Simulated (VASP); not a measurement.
# KBr (Fm-3m) in VASP: notebook

Aim: see how the results for KBr move with the level of theory and the settings. Levels: PBEsol, RPBE, r2SCAN+D4. Tasks: single point, relaxation of cell and atoms.

Everything below comes from runs of VASP 6.6.1. Logs are shortened: lines on timing, memory, paths and dates and some standing lists are left out, and cuts for length are marked.

## Step 1: The cell of the first run

Symmetry: Fm-3m, No. 225, cubic system. Conventional cell: a = 6.549 Å, b = 6.549 Å, c = 6.549 Å, α = 90.00°, β = 90.00°, γ = 90.00°. Within 4.3 Å of K (site symmetry m-3m) lie 6 Br at 3.27 Å. Br (site symmetry m-3m) has 6 K at 3.27 Å within 4.3 Å.

## Step 2: Single point, PBEsol

INCAR reads:

```
SYSTEM = KBr
PREC = Accurate
ENCUT = 500
EDIFF = 1E-6
ISMEAR = 0
SIGMA = 0.01
LREAL = .False.
LASPH = .True.
NELM = 120
ALGO = Normal
ISIF = 2
LWAVE = .False.
LCHARG = .False.
GGA = PS
NBANDS = 15
GGA_COMPAT = .False.
```

KPOINTS reads:

```
Automatic mesh
0
Gamma
  6 6 6
  0 0 0
```

POSCAR reads:

```
KBr
1.0
    0.0000000000      3.2747271292      3.2747271292
    3.2747271292      0.0000000000      3.2747271292
    3.2747271292      3.2747271292      0.0000000000
K Br
1 1
Direct
    0.0000000000      0.0000000000      0.0000000000
    0.5000000000      0.5000000000      0.5000000000
```

Potentials or basis: VASP PAW PBE potentials, release 64 (K_sv, Br).

Command:

```
cat potpaw_PBE.64/K_sv/POTCAR potpaw_PBE.64/Br/POTCAR > POTCAR
mpirun -np 1 vasp_std > vasp.out
```

OUTCAR:

```text
SYSTEM = KBr
   PREC = Accurate
   ENCUT = 500
   EDIFF = 1E-6
   ISMEAR = 0
   LREAL = .False.
   LASPH = .True.
   NELM = 120
   ISIF = 2
   GGA = PS

 ion  position               nearest neighbor table
   1  0.000  0.000  0.000-   2 3.27   2 3.27   2 3.27   2 3.27   2 3.27   2 3.27
   2  0.500  0.500  0.500-   1 3.27   1 3.27   1 3.27   1 3.27   1 3.27   1 3.27

  LATTYP: Found a face centered cubic cell.
 ALAT       =     6.5494542584

  Lattice vectors:

 A1 = (   0.0000000000,   3.2747271292,   3.2747271292)
 A2 = (   3.2747271292,   0.0000000000,   3.2747271292)
 A3 = (   3.2747271292,   3.2747271292,   0.0000000000)

Analysis of symmetry for initial positions (statically):
=====================================================================
 Subroutine PRICEL returns:
 Original cell was already a primitive cell.

 Routine SETGRP: Setting up the symmetry group for a
 face centered cubic supercell.

 Subroutine GETGRP returns: Found 48 space group operations
 (whereof 48 operations were pure point group operations)
 out of a pool of 48 trial point group operations.

The static configuration has the point symmetry O_h .

Analysis of symmetry for dynamics (positions and initial velocities):
=====================================================================
 Subroutine PRICEL returns:
 Original cell was already a primitive cell.

 Routine SETGRP: Setting up the symmetry group for a
 face centered cubic supercell.

 Subroutine GETGRP returns: Found 48 space group operations
 (whereof 48 operations were pure point group operations)
 out of a pool of 48 trial point group operations.

The dynamic configuration has the point symmetry O_h .

 Subroutine INISYM returns: Found 48 space group operations
 (whereof 48 operations are pure point group operations),
 and found     1 'primitive' translations

----------------------------------------------------------------------------------------

                                     Primitive cell

  volume of cell :      70.2353

  direct lattice vectors                    reciprocal lattice vectors
     0.000000000  3.274727129  3.274727129    -0.152684477  0.152684477  0.152684477
     3.274727129  0.000000000  3.274727129     0.152684477 -0.152684477  0.152684477
     3.274727129  3.274727129  0.000000000     0.152684477  0.152684477 -0.152684477

  length of vectors
     4.631163519  4.631163519  4.631163519     0.264457272  0.264457272  0.264457272

  position of ions in fractional coordinates (direct lattice)
     0.000000000  0.000000000  0.000000000
     0.500000000  0.500000000  0.500000000

  ion indices of the primitive-cell ions
   primitive index   ion index
                 1           1
                 2           2

----------------------------------------------------------------------------------------

 KPOINTS: Automatic mesh

Automatic generation of k-mesh.
 Grid dimensions read from file:
 generate k-points for:    6    6    6

 Generating k-lattice:

  Cartesian coordinates                     Fractional coordinates (reciprocal lattice)
    -0.025447413  0.025447413  0.025447413     0.166666667  0.000000000  0.000000000
     0.025447413 -0.025447413  0.025447413     0.000000000  0.166666667  0.000000000
     0.025447413  0.025447413 -0.025447413     0.000000000  0.000000000  0.166666667

  Length of vectors
     0.044076212  0.044076212  0.044076212

  Shift w.r.t. Gamma in fractional coordinates (k-lattice)
     0.000000000  0.000000000  0.000000000

 Subroutine IBZKPT returns following result:
 ===========================================

 Found     16 irreducible k-points:

 Following reciprocal coordinates:
            Coordinates               Weight
  0.000000  0.000000  0.000000      1.000000
  0.166667  0.000000  0.000000      8.000000
  0.333333  0.000000  0.000000      8.000000
  0.500000  0.000000  0.000000      4.000000
  0.166667  0.166667  0.000000      6.000000
  0.333333  0.166667  0.000000     24.000000
[... 8 lines left out ...]
 -0.333333  0.333333  0.166667     24.000000
 -0.333333  0.500000  0.166667     12.000000
   k-points           NKPTS =     16   k-points in BZ     NKDIM =     16   number of bands    NBANDS=     15
   number of dos      NEDOS =    301   number of ions     NIONS =      2
   total plane-waves  NPLWV =  46656
   dimension x,y,z NGX =    36 NGY =   36 NGZ =   36
   dimension x,y,z NGXF=    72 NGYF=   72 NGZF=   72
   ions per type =               1   1
   NGX,Y,Z   is equivalent  to a cutoff of  12.92, 12.92, 12.92 a.u.
   NGXF,Y,Z  is equivalent  to a cutoff of  25.85, 25.85, 25.85 a.u.
 SYSTEM =  KBr
   PREC   = accura    normal or accurate (medium, high low for compatibility)
   ISTART =      0    job   : 0-new  1-cont  2-samecut
   ICHARG =      2    charge: 1-file 2-atom 10-const
   ISPIN  =      1    spin polarized calculation?
   LNONCOLLINEAR =      F non collinear calculations
   LSORBIT =      F    spin-orbit coupling
   LASPH  =      T    aspherical Exc in radial PAW
   ENCUT  =  500.0 eV  36.75 Ry    6.06 a.u.   8.44  8.44  8.44*2*pi/ulx,y,z
   NELM   =    120;   NELMIN=  2; NELMDL= -5     # of ELM steps
   EDIFF  = 0.1E-05   stopping-criterion for ELM
   LREAL  =      F    real-space projection
   EDIFFG = 0.1E-04   stopping-criterion for IOM
   NSW    =      0    number of steps for IOM
   IBRION =     -1    ionic relax: 0-MD 1-quasi-New 2-CG
   NFREE  =      0    steps in history (QN), initial steepest desc. (CG)
   ISIF   =      2    stress and relaxation
   ISYM   =      2    0-nonsym 1-usesym 2-fastsym
   POTIM  = 0.5000    time-step for ionic-motion
   TEBEG  =    0.0;   TEEND  =   0.0 temperature during run
   PSTRESS=    0.0 pullay stress
   NELECT =      16.0000    total number of electrons
   NUPDOWN=      -1.0000    fix difference up-down
   EMIN   =  10.00;   EMAX   =-10.00  energy-range for DOS
   EFERMI =   0.00;   METHOD = LEGACY
   ISMEAR =     0;   SIGMA  =   0.01  broadening in eV -4-tet -1-fermi 0-gaus
   EFERMI_NEDOS =   21; number of points for ismear=-14 and -15
   IALGO  =     38    algorithm
   IMIX   =      4    mixing-type and parameters
     AMIX     =   0.40;   BMIX     =  1.00
     AMIX_MAG =   1.60;   BMIX_MAG =  1.00
  volume/ion in A,a.u.               =      35.12       236.99
  Fermi-wavevector in a.u.,A,eV,Ry     =   0.999838  1.889420 13.601422  0.999676
  Thomas-Fermi vector in A             =   2.132155
   LORBIT       =      0    0 simple, 1 ext, 2 COOP (PROOUT), +10 PAW based schemes
   GGA     = PS    functional components
   LHFCALC =     F    Hartree Fock is set to
   AEXX    =    0.0000 exact exchange contribution
   IVDW    =     0    specifies the selected vdW correction
   LEPSILON=     F    determine dielectric tensor
   LRPA    =     F    only Hartree local field effects (RPA)
 non-spin polarized calculation
 Gauss-broadening in eV      SIGMA  =   0.01
  energy-cutoff  :      500.00
  volume of cell :       70.24
 maximum number of plane-waves:      1807
 NGX is ok and might be reduce to    36
   NGX = 17   NGY = 17   NGZ = 17

 number of electron      16.0000000 magnetization

 Free energy of the ion-electron system (eV)
  ---------------------------------------------------
  ext. energy  EPLUGINS =         0.00000000
  ---------------------------------------------------
  free energy    TOTEN  =        -6.45980352 eV

  energy without entropy =       -6.45980352  energy(sigma->0) =       -6.45980352

 E-fermi :  -1.6100     XC(G=0):  -7.6428

 val. band max:       -1.7347911817   @ k =   0.0000   0.0000   0.0000
 cond. band min:       2.6005988856   @ k =   0.0000   0.0000   0.0000
 fundamental gap:      4.3353900672
 Fermi energy:        -1.6099810358

 k-point     1 :       0.0000    0.0000    0.0000
  band No.  band energies     occupation
      1     -29.2987      2.00000
      2     -14.0704      2.00000
      3     -12.8434      2.00000
      4     -12.8434      2.00000
      5     -12.8434      2.00000
      6      -1.7348      2.00000
      7      -1.7348      2.00000
      8      -1.7348      2.00000
      9       2.6006      0.00000
     10       5.7942      0.00000
     11       5.7942      0.00000
     12       5.7942      0.00000
     13       6.6484      0.00000
     14       6.6484      0.00000
     15       9.7104      0.00000

 k-point     2 :       0.1667    0.0000    0.0000
  band No.  band energies     occupation
      1     -29.2970      2.00000
      2     -14.1178      2.00000
      3     -12.8449      2.00000
      4     -12.8449      2.00000
      5     -12.7772      2.00000
      6      -2.1287      2.00000
      7      -1.8310      2.00000
      8      -1.8310      2.00000
      9       3.2807      0.00000
     10       5.6411      0.00000
     11       6.1290      0.00000
     12       6.1290      0.00000
     13       7.0227      0.00000
     14       7.0227      0.00000
     15      10.6719      0.00000

 k-point     3 :       0.3333    0.0000    0.0000
  band No.  band energies     occupation
      1     -29.2937      2.00000
      2     -14.2010      2.00000
      3     -12.8480      2.00000
      4     -12.8480      2.00000
      5     -12.6554      2.00000
      6      -2.7376      2.00000
      7      -2.0107      2.00000
      8      -2.0107      2.00000
      9       4.3824      0.00000
     10       5.9278      0.00000
     11       7.0249      0.00000
     12       7.0249      0.00000
     13       7.9613      0.00000
     14       7.9613      0.00000
     15       9.8408      0.00000
[... 199 lines left out ...]
 k-point    15 :      -0.3333    0.3333    0.1667
  band No.  band energies     occupation
      1     -29.2905      2.00000
      2     -14.1086      2.00000
      3     -12.8995      2.00000
      4     -12.8848      2.00000
      5     -12.7214      2.00000
      6      -2.6145      2.00000
      7      -2.2955      2.00000
      8      -2.1583      2.00000
      9       5.3800      0.00000
     10       5.7712      0.00000
     11       6.8250      0.00000
     12       7.4323      0.00000
     13       8.6400      0.00000
     14       8.9314      0.00000
     15       9.3917      0.00000

 k-point    16 :      -0.3333    0.5000    0.1667
  band No.  band energies     occupation
      1     -29.2901      2.00000
      2     -14.0362      2.00000
      3     -12.9317      2.00000
      4     -12.9002      2.00000
      5     -12.7824      2.00000
      6      -2.4823      2.00000
      7      -2.2431      2.00000
      8      -2.2089      2.00000
      9       4.7399      0.00000
     10       6.1796      0.00000
     11       6.5000      0.00000
     12       7.5229      0.00000
     13       8.2860      0.00000
     14       9.1360      0.00000
     15       9.6398      0.00000

------------------------ aborting loop because EDIFF is reached ----------------------------------------

  FORCE on cell =-STRESS in cart. coord.  units (eV):
  Direction    XX          YY          ZZ          XY          YZ          ZX
  --------------------------------------------------------------------------------------
  -------------------------------------------------------------------------------------
  Total        0.0255080      0.0255080      0.0255080      0.0000000     -0.0000000      0.0000000
  in kB        0.5818782      0.5818782      0.5818782      0.0000000     -0.0000000      0.0000000
  external PRESSURE =       0.5818782 kB  Pullay stress =       0.0000000 kB

 VOLUME and BASIS-vectors are now :
 -----------------------------------------------------------------------------
  energy-cutoff  :      500.00
  volume of cell :       70.24
      direct lattice vectors                 reciprocal lattice vectors
     0.000000000  3.274727129  3.274727129    -0.152684477  0.152684477  0.152684477
     3.274727129  0.000000000  3.274727129     0.152684477 -0.152684477  0.152684477
     3.274727129  3.274727129  0.000000000     0.152684477  0.152684477 -0.152684477

 POSITION                                       TOTAL-FORCE (eV/Angst)
 -----------------------------------------------------------------------------------
      0.00000      0.00000      0.00000        -0.000000      0.000000      0.000000
      3.27473      3.27473      3.27473         0.000000     -0.000000     -0.000000
 -----------------------------------------------------------------------------------
    total drift:                                0.000000      0.000000      0.000000

  FREE ENERGIE OF THE ION-ELECTRON SYSTEM (eV)
  ---------------------------------------------------
  free  energy   TOTEN  =        -6.4598035246 eV

  energy  without entropy=       -6.4598035246  energy(sigma->0) =       -6.45980352
```

Wall time 21 s (1 thread of Intel Xeon Platinum 8259CL at 2.50GHz (Skylake/Cascade Lake), shared host); peak memory 0.2 GiB.

What came out:

- Free energy: -6.4598 eV
- Pressure: 0.1 GPa
- Band gap on the k mesh: 4.34 eV

Caveat: the PAW data sets were made with another functional, which shifts forces and pressure a little. PBEsol gaps usually lie below the measured ones, often by a third to a half.

## Step 3: Single point, RPBE

This run uses another cell than the first one, of 41.41 Å³/atom.

INCAR reads:

```
SYSTEM = KBr
  ALGO = Normal
  EDIFF = 1E-6
  ENCUT = 500
  GGA = RP
  GGA_COMPAT = .FALSE.
  ISIF = 2
  ISMEAR = 0
  LASPH = .TRUE.
  LCHARG = .TRUE.
  LELF = .TRUE.
  LREAL = .FALSE.
  LVHAR = .TRUE.
  LWAVE = .FALSE.
  NBANDS = 15
  NELM = 120
  PREC = Accurate
  SIGMA = 0.01
```

KPOINTS reads:

```
k-points
0
G
  6 6 6
  0 0 0
```

POSCAR reads:

```
KBr
1.0
    0.0000000000      3.4595670236      3.4595670236
    3.4595670236      0.0000000000      3.4595670236
    3.4595670236      3.4595670236      0.0000000000
K Br
1 1
Direct
    0.0000000000      0.0000000000      0.0000000000
    0.5000000000      0.5000000000      0.5000000000
```

Potentials or basis: VASP PAW PBE potentials, release 64 (K_sv, Br).

Command:

```
cat potpaw_PBE.64/K_sv/POTCAR potpaw_PBE.64/Br/POTCAR > POTCAR
mpirun -np 1 vasp_std > vasp.out
```

OUTCAR:

```text
SYSTEM = KBr
   EDIFF = 1E-6
   ENCUT = 500
   GGA = RP
   ISIF = 2
   ISMEAR = 0
   LASPH = .TRUE.
   LREAL = .FALSE.
   NELM = 120
   PREC = Accurate

 ion  position               nearest neighbor table
   1  0.000  0.000  0.000-
   2  0.500  0.500  0.500-

  LATTYP: Found a face centered cubic cell.
 ALAT       =     6.9191340472

  Lattice vectors:

 A1 = (   0.0000000000,   3.4595670236,   3.4595670236)
[... 460 lines left out ...]
     14       8.2680      0.00000
     15       8.6687      0.00000

------------------------ aborting loop because EDIFF is reached ----------------------------------------

  FORCE on cell =-STRESS in cart. coord.  units (eV):
  Direction    XX          YY          ZZ          XY          YZ          ZX
  --------------------------------------------------------------------------------------
  -------------------------------------------------------------------------------------
  Total        0.0193328      0.0193328      0.0193328      0.0000000     -0.0000000      0.0000000
  in kB        0.3740334      0.3740334      0.3740334      0.0000000     -0.0000000      0.0000000
  external PRESSURE =       0.3740334 kB  Pullay stress =       0.0000000 kB

 VOLUME and BASIS-vectors are now :
 -----------------------------------------------------------------------------
  energy-cutoff  :      500.00
  volume of cell :       82.81
      direct lattice vectors                 reciprocal lattice vectors
     0.000000000  3.459567024  3.459567024    -0.144526756  0.144526756  0.144526756
     3.459567024  0.000000000  3.459567024     0.144526756 -0.144526756  0.144526756
     3.459567024  3.459567024  0.000000000     0.144526756  0.144526756 -0.144526756

 POSITION                                       TOTAL-FORCE (eV/Angst)
 -----------------------------------------------------------------------------------
      0.00000      0.00000      0.00000         0.000000      0.000000      0.000000
      3.45957      3.45957      3.45957        -0.000000     -0.000000     -0.000000
 -----------------------------------------------------------------------------------
    total drift:                                0.000000      0.000000      0.000000

  FREE ENERGIE OF THE ION-ELECTRON SYSTEM (eV)
  ---------------------------------------------------
  free  energy   TOTEN  =        -5.9262952920 eV

  energy  without entropy=       -5.9262952920  energy(sigma->0) =       -5.92629529
```

stdout:

```text
POSCAR found type information on POSCAR K Br
 POSCAR found :  2 types and       2 ions
 scaLAPACK will be used
 -----------------------------------------------------------------------------
|                                                                             |
|                                                                             |
|     You enforced a specific xc type in the INCAR file but a different       |
|     I HOPE YOU KNOW WHAT YOU ARE DOING!                                     |
|                                                                             |
 -----------------------------------------------------------------------------

 LDA part: xc-table for (Slater+PW92), standard interpolation
 POSCAR, INCAR and KPOINTS ok, starting setup
 FFT: planning ... GRIDC
 FFT: planning ... GRID_SOFT
 FFT: planning ... GRID
 WAVECAR not read
 entering main loop
```

Wall time 23 s (1 thread of Intel Xeon Platinum 8259CL at 2.50GHz (Skylake/Cascade Lake), shared host); peak memory 0.21 GiB.

Results:

* Free energy: -5.9263 eV
* Pressure: 0.0 GPa
* Band gap on the k mesh: 4.40 eV

Caveat: the PAW data sets were made with another functional, which shifts forces and pressure a little. As with any semilocal functional, this RPBE gap is likely too small.

## Step 4: Single point, r2SCAN+D4

This run uses another cell than the first one, of 35.62 Å³/atom.

POSCAR reads:

```
KBr
1.0
    0.0000000000      3.2901787744      3.2901787744
    3.2901787744      0.0000000000      3.2901787744
    3.2901787744      3.2901787744      0.0000000000
K Br
1 1
Direct
    0.0000000000      0.0000000000      0.0000000000
    0.5000000000      0.5000000000      0.5000000000
```

INCAR.step1 reads:

```
PREC = Accurate
ENCUT = 550
ISMEAR = 0
SIGMA = 0.01
LREAL = F
LASPH = T
NELM = 120
NBANDS = 15
GGA = PE
ALGO = Normal
EDIFF = 1E-5
LWAVE = T
LCHARG = F
GGA_COMPAT = F
```

INCAR.step2 reads:

```
PREC = Accurate
ENCUT = 550
EDIFF = 1E-6
ISMEAR = 0
SIGMA = 0.01
LREAL = F
LASPH = T
NELM = 120
ALGO = Normal
ISIF = 2
LWAVE = F
LCHARG = F
METAGGA = R2SCAN
LMIXTAU = T
IVDW = 13
VDW_S6 = 1.0
VDW_S8 = 0.6018749
VDW_A1 = 0.51559235
VDW_A2 = 5.77342911
NBANDS = 15
ISTART = 1
GGA_COMPAT = F
```

KPOINTS reads:

```
Automatic mesh
0
Gamma
  6 6 6
```

Command:

```
cat potpaw_PBE.64/K_sv/POTCAR potpaw_PBE.64/Br/POTCAR > POTCAR
cp INCAR.step1 INCAR
mpirun -np 1 vasp_std > vasp.out
cp INCAR.step2 INCAR
mpirun -np 1 vasp_std > vasp.out
```

It took 1.8 min on 1 thread of Intel Xeon Platinum 8259CL at 2.50GHz (Skylake/Cascade Lake), shared host; peak memory 0.21 GiB.

It converged, with:

| Property | Result |
| --- | --- |
| Free energy | -23.3421 eV |
| Pressure | 0.0 GPa |
| Band gap on the k mesh | 5.11 eV |
| Dispersion energy per atom | -0.047 eV |

Levels at points of the mesh, in eV from the valence-band top:
```
           k point  band 4  band 5  band 6  band 7  band 8  band 9  band 10  band 11  band 12  band 13
(0.00, 0.00, 0.00)  -11.57  -11.57    0.00    0.00    0.00    5.11     8.24     8.24     8.24     9.22
(0.50, 0.00, 0.00)  -11.58  -11.32   -1.18   -0.34   -0.34    7.15     8.91    10.56    10.56    10.84
(0.50, 0.50, 0.00)  -11.61  -11.61   -0.83   -0.29   -0.29    6.35     8.06    10.19    10.22    10.60
```

Caveat: the PAW data sets were made with another functional, which shifts forces and pressure a little. r2SCAN opens gaps a little over a GGA but as a rule still falls short of measured ones.

[end of part 1 of 2]
